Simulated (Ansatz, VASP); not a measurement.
## Two plane-wave programs on Mo

```xyz
1
Lattice="2.5569 0.0000 0.0000 0.0000 2.5569 0.0000 0.0000 0.0000 2.5569" Properties=species:S:1:pos:R:3 pbc="T T T"
Mo    0.0000    0.0000    0.0000
```

Alike in both runs: task single point; functional r2SCAN; k mesh 14 × 14 × 14; occupations fermi-dirac, width 0.1 eV; no spin polarisation.

```csv
,VASP,Ansatz
version,VASP 6.6.1,Ansatz 0.2.0
potentials or method,"VASP PAW PBE potentials, release 64 (Mo_sv), cutoff 550 eV","plane waves (500 eV) with PAW, scalar-relativistic"
valence electrons in the cell,14,14
```

|  | VASP | Ansatz | Ansatz less VASP |
| --- | --- | --- | --- |
| pressure (GPa) | 8.7 | 7.4 | -1.26 |

VASP's potentials were made for PBE, not for r2SCAN.
